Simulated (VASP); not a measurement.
# C2SH2 in VASP: relaxation of the atoms with RPBE

Aim: the relaxation of the atoms of C2SH2 with RPBE.

All numbers are computed with VASP 6.6.1; they aren't measurements. Logs are shortened: lines on timing, memory, paths and dates and some standing lists are left out, and cuts for length are marked.

**1. The cell of the first run**

The cell holds a molecule in a box, 5 atoms: a = 14.000 Å, b = 11.000 Å, c = 10.000 Å, α = 90.00°, β = 90.00°, γ = 90.00°.

**2. Relaxation of the atoms, RPBE (atoms moved at random)**

INCAR reads:

```
SYSTEM = H2C2S
  ALGO = Normal
  EDIFF = 1E-6
  EDIFFG = -0.01
  EFERMI = MIDGAP
  ENCUT = 520
  GGA = RP
  GGA_COMPAT = .False.
  IBRION = 2
  ISIF = 0
  ISMEAR = 0
  LASPH = .True.
  LCHARG = .False.
  LREAL = .False.
  LWAVE = .False.
  NELM = 120
  NELMDL = -8
  NELMIN = 4
  NSW = 120
  PREC = Accurate
  SIGMA = 0.03
```

KPOINTS reads:

```
k-points
0
Gamma
  1 1 1
```

POSCAR reads:

```
H2C2S
1.0
   14.0000000000      0.0000000000      0.0000000000
    0.0000000000     11.0000000000      0.0000000000
    0.0000000000      0.0000000000     10.0000000000
C S H
2 1 2
Direct
    0.4313640000      0.4431860000      0.5025320000
    0.5187160000      0.4513570000      0.5120810000
    0.6366420000      0.4542340000      0.5138150000
    0.3545280000      0.4325640000      0.4966390000
    0.6420610000      0.5763020000      0.4935580000
```

Potentials or basis: VASP PAW PBE potentials, release 64 (C, S, H).

Launch:

```sh
$ cat potpaw_PBE.64/C/POTCAR potpaw_PBE.64/S/POTCAR potpaw_PBE.64/H/POTCAR > POTCAR
$ mpirun -np 1 vasp_gam > vasp.out
```

OUTCAR:

```text
SYSTEM = H2C2S
   EDIFF = 1E-6
   EDIFFG = -0.01
   EFERMI = MIDGAP
   ENCUT = 520
   GGA = RP
   IBRION = 2
   ISIF = 0
   ISMEAR = 0
   LASPH = .True.
   LREAL = .False.
   NELM = 120
   NELMDL = -8
   NELMIN = 4
   NSW = 120
   PREC = Accurate

 Found      1 irreducible k-points:

 Following reciprocal coordinates:
            Coordinates               Weight
  0.000000  0.000000  0.000000      1.000000
   k-points           NKPTS =      1   k-points in BZ     NKDIM =      1   number of bands    NBANDS=     12
   number of dos      NEDOS =    301   number of ions     NIONS =      5
   total plane-waves  NPLWV = 725760
   dimension x,y,z NGX =   108 NGY =   84 NGZ =   80
   dimension x,y,z NGXF=   216 NGYF=  168 NGZF=  160
   ions per type =               2   1   2
   NGX,Y,Z   is equivalent  to a cutoff of  12.82, 12.70, 13.30 a.u.
   NGXF,Y,Z  is equivalent  to a cutoff of  25.65, 25.39, 26.60 a.u.
 SYSTEM =  H2C2S
   PREC   = accura    normal or accurate (medium, high low for compatibility)
   ISTART =      0    job   : 0-new  1-cont  2-samecut
   ICHARG =      2    charge: 1-file 2-atom 10-const
   ISPIN  =      1    spin polarized calculation?
   LNONCOLLINEAR =      F non collinear calculations
   LSORBIT =      F    spin-orbit coupling
   LASPH  =      T    aspherical Exc in radial PAW
   ENCUT  =  520.0 eV  38.22 Ry    6.18 a.u.  26.03 20.45 18.59*2*pi/ulx,y,z
   NELM   =    120;   NELMIN=  4; NELMDL= -8     # of ELM steps
   EDIFF  = 0.1E-05   stopping-criterion for ELM
   LREAL  =      F    real-space projection
   EDIFFG = -.1E-01   stopping-criterion for IOM
   NSW    =    120    number of steps for IOM
   IBRION =      2    ionic relax: 0-MD 1-quasi-New 2-CG
   NFREE  =      1    steps in history (QN), initial steepest desc. (CG)
   ISIF   =      0    stress and relaxation
   ISYM   =      2    0-nonsym 1-usesym 2-fastsym
   POTIM  = 0.5000    time-step for ionic-motion
   TEBEG  =    0.0;   TEEND  =   0.0 temperature during run

   SCALEE = 1.0000    scale energy and forces
   PSTRESS=    0.0 pullay stress
   NELECT =      16.0000    total number of electrons
   NUPDOWN=      -1.0000    fix difference up-down
   EMIN   =  10.00;   EMAX   =-10.00  energy-range for DOS
   EFERMI =   0.00;   METHOD = MIDGAP
   ISMEAR =     0;   SIGMA  =   0.03  broadening in eV -4-tet -1-fermi 0-gaus
   EFERMI_NEDOS =   21; number of points for ismear=-14 and -15
   IALGO  =     38    algorithm
   IMIX   =      4    mixing-type and parameters
     AMIX     =   0.40;   BMIX     =  1.00
     AMIX_MAG =   1.60;   BMIX_MAG =  1.00
  volume/ion in A,a.u.               =     308.00      2078.49
  Fermi-wavevector in a.u.,A,eV,Ry     =   0.357225  0.675056  1.736231  0.127609
  Thomas-Fermi vector in A             =   1.274455
   LORBIT       =      0    0 simple, 1 ext, 2 COOP (PROOUT), +10 PAW based schemes
   GGA     = RP    functional components
   LHFCALC =     F    Hartree Fock is set to
   AEXX    =    0.0000 exact exchange contribution
   IVDW    =     0    specifies the selected vdW correction
   LEPSILON=     F    determine dielectric tensor
   LRPA    =     F    only Hartree local field effects (RPA)

   CSHIFT  =0.1000    complex shift for real part using Kramers Kronig

   OMEGAMAX=  -1.0    maximum frequency
 conjugate gradient relaxation of ions
 non-spin polarized calculation
 Gauss-broadening in eV      SIGMA  =   0.03
  energy-cutoff  :      520.00
  volume of cell :     1540.00
 maximum number of plane-waves:     20715
 NGX is ok and might be reduce to   108
   NGX = 53   NGY = 41   NGZ = 37

--------------------------------------- Ionic step        1  -------------------------------------------

 number of electron      15.9999998 magnetization

 Free energy of the ion-electron system (eV)
  ---------------------------------------------------
  ext. energy  EPLUGINS =         0.00000000
  ---------------------------------------------------
  free energy    TOTEN  =       -26.27022551 eV

  energy without entropy =      -26.27022551  energy(sigma->0) =      -26.27022551

------------------------ aborting loop because EDIFF is reached ----------------------------------------

 VOLUME and BASIS-vectors are now :
 -----------------------------------------------------------------------------
  energy-cutoff  :      520.00
  volume of cell :     1540.00
      direct lattice vectors                 reciprocal lattice vectors
    14.000000000  0.000000000  0.000000000     0.071428571  0.000000000  0.000000000
     0.000000000 11.000000000  0.000000000     0.000000000  0.090909091  0.000000000
     0.000000000  0.000000000 10.000000000     0.000000000  0.000000000  0.100000000

 POSITION                                       TOTAL-FORCE (eV/Angst)
 -----------------------------------------------------------------------------------
      6.03910      4.87505      5.02532         0.400944     -0.119608      0.134123
      7.26202      4.96493      5.12081        -2.041729     -0.210339     -0.274599
      8.91299      4.99657      5.13815         0.902433      0.319674      0.057596
      4.96339      4.75820      4.96639         0.491064      0.113903      0.054199
      8.98885      6.33932      4.93558         0.247288     -0.103630      0.028680
 -----------------------------------------------------------------------------------
    total drift:                                0.000453     -0.000391      0.000003
[... 53 lines left out ...]
 POSITION                                       TOTAL-FORCE (eV/Angst)
 -----------------------------------------------------------------------------------
      6.04199      4.87418      5.02629        -1.194086     -0.232785      0.015943
      7.24731      4.96341      5.11883         0.196332     -0.054868     -0.143967
      8.91949      4.99888      5.13857         0.305553      0.226895      0.060032
      4.96693      4.75902      4.96678         0.473610      0.109927      0.048443
      8.99064      6.33858      4.93579         0.218590     -0.049168      0.019549
 -----------------------------------------------------------------------------------
    total drift:                                0.000210     -0.000271      0.000004

  FREE ENERGIE OF THE ION-ELECTRON SYSTEM (eV)
  ---------------------------------------------------
  free  energy   TOTEN  =       -26.2905320146 eV

  energy  without entropy=      -26.2905320146  energy(sigma->0) =      -26.29053201

[... ionic steps 4 to 51 ...]

--------------------------------------- Ionic step       52  -------------------------------------------

 number of electron      16.0000000 magnetization

------------------------ aborting loop because EDIFF is reached ----------------------------------------

 VOLUME and BASIS-vectors are now :
 -----------------------------------------------------------------------------
  energy-cutoff  :      520.00
  volume of cell :     1540.00
      direct lattice vectors                 reciprocal lattice vectors
    14.000000000  0.000000000  0.000000000     0.071428571  0.000000000  0.000000000
     0.000000000 11.000000000  0.000000000     0.000000000  0.090909091  0.000000000
     0.000000000  0.000000000 10.000000000     0.000000000  0.000000000  0.100000000

 POSITION                                       TOTAL-FORCE (eV/Angst)
 -----------------------------------------------------------------------------------
      6.01593      4.84594      5.02727        -0.004270     -0.001626      0.002216
      7.22644      4.98389      5.07098        -0.011347      0.003391      0.001143
      8.90925      5.01631      5.16068         0.017824      0.006898     -0.001311
      4.95180      4.74340      4.98859        -0.002166     -0.001619     -0.002718
      9.06294      6.34453      4.93874        -0.000041     -0.007044      0.000671
 -----------------------------------------------------------------------------------
    total drift:                               -0.000272      0.000001     -0.000482
[... 22 lines left out ...]
 POSITION                                       TOTAL-FORCE (eV/Angst)
 -----------------------------------------------------------------------------------
      6.01590      4.84587      5.02702         0.001871     -0.000639      0.003536
      7.22649      4.98377      5.07090        -0.014029      0.002549      0.001396
      8.90948      5.01634      5.16078         0.012221      0.005898     -0.001953
      4.95169      4.74357      4.98879        -0.000683     -0.001896     -0.003327
      9.06280      6.34453      4.93876         0.000620     -0.005911      0.000348
 -----------------------------------------------------------------------------------
    total drift:                               -0.000165      0.000293      0.000048

  FREE ENERGIE OF THE ION-ELECTRON SYSTEM (eV)
  ---------------------------------------------------
  free  energy   TOTEN  =       -26.3158264456 eV

  energy  without entropy=      -26.3158264456  energy(sigma->0) =      -26.31582645

--------------------------------------- Ionic step       54  -------------------------------------------

 number of electron      16.0000000 magnetization

 Free energy of the ion-electron system (eV)
  ---------------------------------------------------
  ext. energy  EPLUGINS =         0.00000000
  ---------------------------------------------------
  free energy    TOTEN  =       -26.31582887 eV

  energy without entropy =      -26.31582887  energy(sigma->0) =      -26.31582887

 E-fermi :  -3.4038     XC(G=0):  -0.7956

 val. band max:       -5.5789307728   @ k =   0.0000   0.0000   0.0000
 cond. band min:      -1.2286440684   @ k =   0.0000   0.0000   0.0000
 fundamental gap:      4.3502867044
 Fermi energy:        -3.4037874206

 k-point     1 :       0.0000    0.0000    0.0000
  band No.  band energies     occupation
      1     -20.0742      2.00000
      2     -17.7027      2.00000
      3     -13.1961      2.00000
      4     -11.7211      2.00000
      5      -9.7197      2.00000
      6      -8.1459      2.00000
      7      -6.7732      2.00000
      8      -5.5789      2.00000
      9      -1.2286      0.00000
     10      -0.5798      0.00000
     11      -0.0356      0.00000
     12      -0.0070      0.00000

------------------------ aborting loop because EDIFF is reached ----------------------------------------

 VOLUME and BASIS-vectors are now :
 -----------------------------------------------------------------------------
  energy-cutoff  :      520.00
  volume of cell :     1540.00
      direct lattice vectors                 reciprocal lattice vectors
    14.000000000  0.000000000  0.000000000     0.071428571  0.000000000  0.000000000
     0.000000000 11.000000000  0.000000000     0.000000000  0.090909091  0.000000000
     0.000000000  0.000000000 10.000000000     0.000000000  0.000000000  0.100000000

 POSITION                                       TOTAL-FORCE (eV/Angst)
 -----------------------------------------------------------------------------------
      6.01592      4.84587      5.02707        -0.008525     -0.001711      0.002931
      7.22639      4.98380      5.07092        -0.000338      0.003682      0.001834
      8.90954      5.01638      5.16076         0.008258      0.003874     -0.001611
      4.95170      4.74354      4.98875        -0.000051     -0.001776     -0.003191
      9.06281      6.34449      4.93876         0.000656     -0.004069      0.000037
 -----------------------------------------------------------------------------------
    total drift:                               -0.000203      0.000168      0.000067

  FREE ENERGIE OF THE ION-ELECTRON SYSTEM (eV)
  ---------------------------------------------------
  free  energy   TOTEN  =       -26.3158288745 eV

  energy  without entropy=      -26.3158288745  energy(sigma->0) =      -26.31582887

 reached required accuracy - stopping structural energy minimisation
```

Wall time 18 min (1 thread of Intel Xeon 6975P-C (Granite Rapids), shared host); peak memory 1.4 GiB.

Results:

```yaml
Free_energy: -26.3158 eV
Energy_gained_by_relaxing: 9.1 meV/atom
Ionic_steps: 54
Largest_force_after_relaxing: 0.009 eV/Å
Gap_between_the_frontier_levels: 4.35 eV
```

Forces in eV/Å, atoms in the order of the input:
```
C   -0.009 -0.002  0.003
C    0.000  0.004  0.002
S    0.008  0.004 -0.002
H    0.000 -0.002 -0.003
H    0.001 -0.004  0.000
```

The path:
| step | energy change (eV) | largest force (eV/Å) |
| --- | --- | --- |
| 1 | 0.0000 | 2.0708 |
| 3 | -0.0203 | 1.2167 |
| 5 | -0.0303 | 0.2107 |
| 7 | -0.0383 | 0.6313 |
| 9 | -0.0406 | 0.2655 |
| 11 | -0.0424 | 0.1070 |
| 13 | -0.0427 | 0.1107 |
| 15 | -0.0432 | 0.0794 |
| 17 | -0.0434 | 0.1040 |
| 19 | -0.0435 | 0.1443 |
| 21 | -0.0439 | 0.0704 |
| 23 | -0.0441 | 0.0866 |
| 25 | -0.0446 | 0.0451 |
| 27 | -0.0447 | 0.0520 |
| 29 | -0.0451 | 0.1135 |
| 31 | -0.0451 | 0.1758 |
| 33 | -0.0452 | 0.1359 |
| 35 | -0.0453 | 0.1398 |
| 37 | -0.0454 | 0.0614 |
| 39 | -0.0455 | 0.0210 |
| 41 | -0.0455 | 0.0153 |
| 43 | -0.0456 | 0.0125 |
| 45 | -0.0456 | 0.0163 |
| 47 | -0.0456 | 0.0213 |
| 49 | -0.0456 | 0.0300 |
| 51 | -0.0456 | 0.0199 |
| 53 | -0.0456 | 0.0143 |
| 54 | -0.0456 | 0.0093 |

Final structure:
```xyz
5
Lattice="14.0000 0.0000 0.0000 0.0000 11.0000 0.0000 0.0000 0.0000 10.0000" Properties=species:S:1:pos:R:3 pbc="T T T"
C     6.0159    4.8459    5.0271
C     7.2264    4.9838    5.0709
S     8.9095    5.0164    5.1608
H     4.9517    4.7435    4.9888
H     9.0628    6.3445    4.9388
```

Levels at points of the mesh, in eV from the valence-band top:
| k point | band 4 | band 5 | band 6 | band 7 | band 8 | band 9 | band 10 | band 11 | band 12 |
| --- | --- | --- | --- | --- | --- | --- | --- | --- | --- |
| (0.00, 0.00, 0.00) | -6.14 | -4.14 | -2.57 | -1.19 | 0.00 | 4.35 | 5.00 | 5.54 | 5.57 |

Caveat: the cell differs from its parent crystal (atoms moved at random); the PAW data sets were made with another functional, which shifts forces and pressure a little.
